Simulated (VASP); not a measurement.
# BiTe (Cm) in VASP: single point with PBE

Aim: the single point of BiTe with PBE.

All numbers are computed with VASP 6.6.1; they aren't measurements. Logs are shortened: lines on timing, memory, paths and dates and some standing lists are left out, and cuts for length are marked.

## 1. The cell of the first run

Symmetry: Cm, No. 8, monoclinic system. The conventional cell has a = 7.193 Å, b = 4.845 Å, c = 4.336 Å, α = 90.00°, β = 116.95°, γ = 90.00°. Bi (site symmetry m) has 6 Te at 2.94 to 3.60 Å within 3.9 Å. Te (site symmetry m) has 6 Bi at 2.94 to 3.60 Å within 3.9 Å.

## 2. Single point, PBE

Contents of INCAR:

```
PREC = Accurate
ENCUT = 520
EDIFF = 1E-7
ISMEAR = 0
SIGMA = 0.15
LREAL = F
LASPH = T
NELM = 80
ALGO = Fast
ISIF = 2
LWAVE = F
LCHARG = T
GGA = PE
LELF = T
LVHAR = T
NBANDS = 18
```

Contents of KPOINTS:

```
Automatic mesh
0
Gamma
  18 18 18
```

Contents of POSCAR:

```
BiTe
1.0
    2.4222948335      1.3985125742      3.3133448231
   -2.4222948335      1.3985125742      3.3133448231
    0.0000000000     -2.7970251484      3.3133448231
Bi Te
1 1
Direct
    0.5000000000      0.5000000000      0.5000000000
    0.1153114832      0.0000000000      0.0000000000
```

Potentials or basis: VASP PAW PBE potentials, release 64 (Bi_d, Te).

Command:

```console
$ cat potpaw_PBE.64/Bi_d/POTCAR potpaw_PBE.64/Te/POTCAR > POTCAR
$ mpirun -np 1 vasp_std > vasp.out
```

OUTCAR:

```text
PREC = Accurate
   ENCUT = 520
   EDIFF = 1E-7
   ISMEAR = 0
   LREAL = F
   LASPH = T
   NELM = 80
   ISIF = 2
   GGA = PE

 ion  position               nearest neighbor table
   1  0.500  0.500  0.500-   2 2.94   2 2.94   2 3.21   2 3.37   2 3.60   2 3.60
   2  0.115  0.000  0.000-   1 2.94   1 2.94   1 3.21   1 3.37   1 3.60   1 3.60

  LATTYP: Found a trigonal (rhomboedric) cell.
 ALAT       =     4.3360815949
 COS(alpha) =     0.3758498066

  Lattice vectors:

 A1 = (   2.4222948335,   1.3985125742,   3.3133448231)
 A2 = (  -2.4222948335,   1.3985125742,   3.3133448231)
 A3 = (   0.0000000000,  -2.7970251484,   3.3133448231)

Analysis of symmetry for initial positions (statically):
=====================================================================
 Subroutine PRICEL returns:
 Original cell was already a primitive cell.

 Routine SETGRP: Setting up the symmetry group for a
 trigonal (rhombohedral) supercell.

 Subroutine GETGRP returns: Found  2 space group operations
 (whereof  2 operations were pure point group operations)
 out of a pool of 12 trial point group operations.

The static configuration has the point symmetry C_1h.

Analysis of symmetry for dynamics (positions and initial velocities):
=====================================================================
 Subroutine PRICEL returns:
 Original cell was already a primitive cell.

 Routine SETGRP: Setting up the symmetry group for a
 trigonal (rhombohedral) supercell.

 Subroutine GETGRP returns: Found  2 space group operations
 (whereof  2 operations were pure point group operations)
 out of a pool of 12 trial point group operations.

The dynamic configuration has the point symmetry C_1h.

 Subroutine INISYM returns: Found  2 space group operations
 (whereof  2 operations are pure point group operations),
 and found     1 'primitive' translations

----------------------------------------------------------------------------------------

                                     Primitive cell

  volume of cell :      67.3459

  direct lattice vectors                    reciprocal lattice vectors
     2.422294834  1.398512574  3.313344823     0.206415831  0.119174235  0.100603273
    -2.422294834  1.398512574  3.313344823    -0.206415831  0.119174235  0.100603273
     0.000000000 -2.797025148  3.313344823     0.000000000 -0.238348471  0.100603273

  length of vectors
     4.336081595  4.336081595  4.336081595     0.258710286  0.258710286  0.258710286

  position of ions in fractional coordinates (direct lattice)
     0.500000000  0.500000000  0.500000000
     0.115311483  1.000000000  0.000000000

  ion indices of the primitive-cell ions
   primitive index   ion index
                 1           1
                 2           2

----------------------------------------------------------------------------------------

 KPOINTS: Automatic mesh

Automatic generation of k-mesh.
 Grid dimensions read from file:
 generate k-points for:   18   18   18

 Generating k-lattice:

  Cartesian coordinates                     Fractional coordinates (reciprocal lattice)
     0.011467546  0.006620791  0.005589071     0.055555556 -0.000000000  0.000000000
    -0.011467546  0.006620791  0.005589071    -0.000000000  0.055555556  0.000000000
     0.000000000 -0.013241582  0.005589071     0.000000000  0.000000000  0.055555556

  Length of vectors
     0.014372794  0.014372794  0.014372794

  Shift w.r.t. Gamma in fractional coordinates (k-lattice)
     0.000000000  0.000000000  0.000000000

 Subroutine IBZKPT returns following result:
 ===========================================

 Found   1550 irreducible k-points:

 Following reciprocal coordinates:
            Coordinates               Weight
  0.000000  0.000000  0.000000      1.000000
  0.055556 -0.000000 -0.000000      2.000000
 -0.000000  0.055556 -0.000000      4.000000
  0.111111 -0.000000 -0.000000      2.000000
 -0.000000  0.111111 -0.000000      4.000000
  0.166667 -0.000000 -0.000000      2.000000
[... 16 lines left out ...]
 -0.000000  0.111111  0.055556      4.000000
 -0.055556 -0.111111  0.000000      4.000000
 [... further k-points ...]
   k-points           NKPTS =   1550   k-points in BZ     NKDIM =   1550   number of bands    NBANDS=     18
   number of dos      NEDOS =    301   number of ions     NIONS =      2
   total plane-waves  NPLWV =  32768
   dimension x,y,z NGX =    32 NGY =   32 NGZ =   32
   dimension x,y,z NGXF=    64 NGYF=   64 NGZF=   64
   ions per type =               1   1
   NGX,Y,Z   is equivalent  to a cutoff of  12.27, 12.27, 12.27 a.u.
   NGXF,Y,Z  is equivalent  to a cutoff of  24.54, 24.54, 24.54 a.u.
 SYSTEM =  unknown system
   PREC   = accura    normal or accurate (medium, high low for compatibility)
   ISTART =      0    job   : 0-new  1-cont  2-samecut
   ICHARG =      2    charge: 1-file 2-atom 10-const
   ISPIN  =      1    spin polarized calculation?
   LNONCOLLINEAR =      F non collinear calculations
   LSORBIT =      F    spin-orbit coupling
   LASPH  =      T    aspherical Exc in radial PAW
   ENCUT  =  520.0 eV  38.22 Ry    6.18 a.u.   8.06  8.06  8.06*2*pi/ulx,y,z
   NELM   =     80;   NELMIN=  2; NELMDL= -5     # of ELM steps
   EDIFF  = 0.1E-06   stopping-criterion for ELM
   LREAL  =      F    real-space projection
   EDIFFG = 0.1E-05   stopping-criterion for IOM
   NSW    =      0    number of steps for IOM
   IBRION =     -1    ionic relax: 0-MD 1-quasi-New 2-CG
   NFREE  =      0    steps in history (QN), initial steepest desc. (CG)
   ISIF   =      2    stress and relaxation
   ISYM   =      2    0-nonsym 1-usesym 2-fastsym
   POTIM  = 0.5000    time-step for ionic-motion
   TEBEG  =    0.0;   TEEND  =   0.0 temperature during run
   PSTRESS=    0.0 pullay stress
   NELECT =      21.0000    total number of electrons
   NUPDOWN=      -1.0000    fix difference up-down
   EMIN   =  10.00;   EMAX   =-10.00  energy-range for DOS
   EFERMI =   0.00;   METHOD = LEGACY
   ISMEAR =     0;   SIGMA  =   0.15  broadening in eV -4-tet -1-fermi 0-gaus
   EFERMI_NEDOS =   21; number of points for ismear=-14 and -15
   IALGO  =     68    algorithm
   IMIX   =      4    mixing-type and parameters
     AMIX     =   0.40;   BMIX     =  1.00
     AMIX_MAG =   1.60;   BMIX_MAG =  1.00
  volume/ion in A,a.u.               =      33.67       227.24
  Fermi-wavevector in a.u.,A,eV,Ry     =   1.110139  2.097859 16.767948  1.232409
  Thomas-Fermi vector in A             =   2.246687
   LORBIT       =      0    0 simple, 1 ext, 2 COOP (PROOUT), +10 PAW based schemes
   GGA     = PE    functional components
   LHFCALC =     F    Hartree Fock is set to
   AEXX    =    0.0000 exact exchange contribution
   IVDW    =     0    specifies the selected vdW correction
   LEPSILON=     F    determine dielectric tensor
   LRPA    =     F    only Hartree local field effects (RPA)
 non-spin polarized calculation
 RMM-DIIS sequential band-by-band and
 Gauss-broadening in eV      SIGMA  =   0.15
  energy-cutoff  :      520.00
  volume of cell :       67.35
 maximum number of plane-waves:      1831
   NGX = 17   NGY = 17   NGZ = 17

 number of electron      20.9999996 magnetization

 Free energy of the ion-electron system (eV)
  ---------------------------------------------------
  ext. energy  EPLUGINS =         0.00000000
  ---------------------------------------------------
  free energy    TOTEN  =        -6.96387206 eV

  energy without entropy =       -6.95078410  energy(sigma->0) =       -6.95732808

 E-fermi :   6.9095     XC(G=0):  -9.4476

 val. band max:        6.9079631790   @ k =   0.4444   0.4444   0.3889
 cond. band min:       6.9113059085   @ k =  -0.2222   0.3333   0.0000
 fundamental gap:      0.0033427295
 Fermi energy:         6.9094778587

 k-point     1 :       0.0000    0.0000    0.0000
  band No.  band energies     occupation
      1     -16.5010      2.00000
      2     -16.4979      2.00000
      3     -16.4824      2.00000
      4     -16.4475      2.00000
      5     -16.4359      2.00000
      6      -7.0046      2.00000
[... 10 lines left out ...]
     17      13.2992      0.00000
     18      13.6913      0.00000

 k-point     2 :       0.0556   -0.0000   -0.0000
  band No.  band energies     occupation
      1     -16.5010      2.00000
      2     -16.4980      2.00000
      3     -16.4824      2.00000
      4     -16.4473      2.00000
      5     -16.4359      2.00000
      6      -6.9816      2.00000
[... 10 lines left out ...]
     17      13.1923      0.00000
     18      13.9462      0.00000

 k-point     3 :      -0.0000    0.0556   -0.0000
  band No.  band energies     occupation
      1     -16.5010      2.00000
      2     -16.4980      2.00000
      3     -16.4822      2.00000
      4     -16.4475      2.00000
      5     -16.4359      2.00000
      6      -6.9774      2.00000
[... 10 lines left out ...]
     17      13.3137      0.00000
     18      13.6577      0.00000

 k-point     4 :       0.1111   -0.0000   -0.0000
  band No.  band energies     occupation
      1     -16.5010      2.00000
      2     -16.4983      2.00000
      3     -16.4824      2.00000
      4     -16.4466      2.00000
      5     -16.4356      2.00000
      6      -6.9132      2.00000
[... 375 lines left out ...]
      4     -16.4465      2.00000
      5     -16.4358      2.00000
      6      -6.9126      2.00000
[... 10 lines left out ...]
     17      13.3507      0.00000
     18      13.9942      0.00000

 k-point    23 :      -0.0000    0.1111    0.0556
  band No.  band energies     occupation
      1     -16.5016      2.00000
      2     -16.4979      2.00000
      3     -16.4811      2.00000
      4     -16.4475      2.00000
      5     -16.4358      2.00000
      6      -6.9068      2.00000
[... 10 lines left out ...]
     17      13.1790      0.00000
     18      14.0653      0.00000

 k-point    24 :      -0.0556   -0.1111    0.0000
  band No.  band energies     occupation
      1     -16.5008      2.00000
      2     -16.4983      2.00000
      3     -16.4816      2.00000
      4     -16.4471      2.00000
      5     -16.4359      2.00000
      6      -6.8999      2.00000
[... 10 lines left out ...]
     17      13.2237      0.00000
     18      13.8343      0.00000

 [... further k-points ...]

------------------------ aborting loop because EDIFF is reached ----------------------------------------

  FORCE on cell =-STRESS in cart. coord.  units (eV):
  Direction    XX          YY          ZZ          XY          YZ          ZX
  --------------------------------------------------------------------------------------
  -------------------------------------------------------------------------------------
  Total        1.2031507      2.2972059      0.8301538     -0.9474796      0.0747279      0.1294326
  in kB       28.6232773     54.6511416     19.7495806    -22.5407917      1.7777973      3.0792358
  external PRESSURE =      34.3413332 kB  Pullay stress =       0.0000000 kB

 VOLUME and BASIS-vectors are now :
 -----------------------------------------------------------------------------
  energy-cutoff  :      520.00
  volume of cell :       67.35
      direct lattice vectors                 reciprocal lattice vectors
     2.422294834  1.398512574  3.313344823     0.206415831  0.119174235  0.100603273
    -2.422294834  1.398512574  3.313344823    -0.206415831  0.119174235  0.100603273
     0.000000000 -2.797025148  3.313344823     0.000000000 -0.238348471  0.100603273

 POSITION                                       TOTAL-FORCE (eV/Angst)
 -----------------------------------------------------------------------------------
      0.00000      0.00000      4.97002         0.675280      0.389873      0.641819
      0.27932      0.16126      0.38207        -0.675280     -0.389873     -0.641819
 -----------------------------------------------------------------------------------
    total drift:                                0.000112      0.000065      0.000579

  FREE ENERGIE OF THE ION-ELECTRON SYSTEM (eV)
  ---------------------------------------------------
  free  energy   TOTEN  =        -6.9638720649 eV

  energy  without entropy=       -6.9507840992  energy(sigma->0) =       -6.95732808
```

It took 17 min on 1 thread of Oxide Virtual Turin-like, shared host; peak memory 1.7 GiB.

Results:

```yaml
Free_energy: -6.9639 eV
Pressure: 3.4 GPa
Largest_force: 1.010 eV/Å
Band_gap_on_the_k_mesh: zero (an odd number of electrons rules out a gap without spin polarisation)
```

Forces on the atoms (eV/Å):
```
Bi   0.675  0.390  0.642
Te  -0.675 -0.390 -0.642
```

Stress tensor (GPa, compression positive):
```
 2.86 -2.25  0.31
-2.25  5.47  0.18
 0.31  0.18  1.97
```

Caveat: the cell differs from its parent crystal (all Te atoms moved -0.500 Å, as atom 2 towards its neighbour atom 2 (Te) at 4.336 Å); the cell stands under pressure; spin-orbit coupling is left out, which moves the levels of the heavy elements; forces of over 1 eV/Å act on the atoms, so gaps and moduli don't describe the material at rest.
